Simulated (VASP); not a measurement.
Pd:

```
CELL_PARAMETERS angstrom
0.00000 1.95865 1.95865
1.95865 0.00000 1.95865
1.95865 1.95865 0.00000
ATOMIC_POSITIONS crystal
Pd 0.00000 0.00000 0.00000
```

| Property | Result |
| --- | --- |
| Program | VASP 6.6.1 |
| Task | relaxation of cell and atoms |
| Functional | PBEsol |
| Potentials or basis | VASP PAW PBE potentials, release 64 (Pd) |
| Cutoff | 600 eV |
| k mesh | 16 × 16 × 16 |
| Occupations | gaussian, width 0.1 eV |
| Spin | no spin polarisation |

At the start: pressure -6.2 GPa; volume 15.03 Å³/atom.

Question: Where does the relaxation end?

Answer: Over 6 steps the energy falls by 9.9 meV/atom and the volume is 14.54 Å³/atom (-3.3 %); space group Fm-3m (No. 225, to 0.05 Å).

The path:
| step | energy change (eV) | largest force (eV/Å) | pressure (GPa) | volume (Å³) |
| --- | --- | --- | --- | --- |
| 1 | 0.0000 | 0.0000 | -6.24 | 15.03 |
| 2 | 0.0174 | 0.0000 | 12.48 | 13.79 |
| 3 | -0.0099 | 0.0000 | -0.09 | 14.54 |
| 4 | -0.0099 | 0.0000 | 0.06 | 14.53 |
| 5 | -0.0099 | 0.0000 | -0.11 | 14.54 |
| 6 | -0.0099 | 0.0000 | 0.01 | 14.54 |

Final structure:
```
Pd
1.0
     0.00000    1.93706    1.93706
     1.93706    0.00000    1.93706
     1.93706    1.93706    0.00000
Pd
1
Cartesian
  1.9371 0.0000 1.9371
```

Caveat: the PAW data sets were made with another functional, which shifts forces and pressure a little.
